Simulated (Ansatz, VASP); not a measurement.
# MnO2: VASP beside Ansatz

```xyz
6
Lattice="2.8550 0.0000 0.0000 -1.4275 2.4725 0.0000 0.0000 0.0000 10.2217" Properties=species:S:1:pos:R:3 pbc="T T T"
Mn    0.0000    0.0000    5.1109
Mn    0.0000    0.0000    0.0000
O     1.4275    0.8242    4.1588
O     1.4275    0.8242    0.9521
O     0.0000    1.6483    6.0630
O     0.0000    1.6483    9.2697
```

Alike in both runs: task single point; functional PBEsol; k mesh 9 × 9 × 3; occupations fermi-dirac, width 0.05 eV; collinear spin; fixed moment 16 μB.

|  | VASP | Ansatz |
| --- | --- | --- |
| version | VASP 6.6.1 | Ansatz 0.2.0 |
| potentials or method | VASP PAW PBE potentials, release 64 (Mn_pv, O) | Ansatz PAW |
| plane-wave cutoff (eV) | 520 | 420 |
| valence electrons in the cell | 50 | 54 |

```csv
,VASP,Ansatz,Ansatz less VASP
rms of the force components (eV/Å),1.999,1.936,-0.0622
net moment per atom (μB),2.67,2.67,0.000
size of the moment on the site where the two differ most (μB),4.47,3.84,-0.635
```

VASP's potentials were made for PBE, not for PBEsol. Site moments also hang on the region over which each program counts them. Atom by atom the forces differ by 0.062 eV/Å (rms over components). VASP's potentials hold 50 valence electrons a cell and Ansatz's 54, so a difference there can come from the potentials and not from the codes.
